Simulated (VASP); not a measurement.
Here is a VASP 6.6.1 calculation.

Contents of INCAR:

```
SYSTEM = Be
  ALGO = Fast
  EDIFF = 1E-6
  ENCUT = 520
  GGA = PE
  ISIF = 2
  ISMEAR = 0
  LASPH = .TRUE.
  LCHARG = .TRUE.
  LELF = .TRUE.
  LREAL = .FALSE.
  LVHAR = .TRUE.
  LWAVE = .FALSE.
  NBANDS = 7
  NELM = 80
  PREC = Accurate
  SIGMA = 0.1
```

The input KPOINTS:

```
k-points
0
G
  16 16 16
  0 0 0
```

POSCAR

```
Be
1.0
    2.4993748902      0.0000000000      0.0000000000
    0.0000000000      2.4993748902      0.0000000000
    0.0000000000      0.0000000000      2.4993748902
Be
1
Direct
    0.0000000000      0.0000000000      0.0000000000
```

Potentials or basis: VASP PAW PBE potentials, release 64 (Be).

Command:

```bash
$ cat potpaw_PBE.64/Be/POTCAR > POTCAR
$ mpirun -np 1 vasp_std > vasp.out
```

(1) What does it give for the pressure?

(2) Estimate the band gap on the k mesh.

Answers

(1) -15.4 GPa.

(2) zero (bands 1 and 2 overlap by 6.06 eV).

Caveat: the cell differs from its parent crystal (Ca replaced by Be, lengths x 0.727, strained); the cell stands under tension.
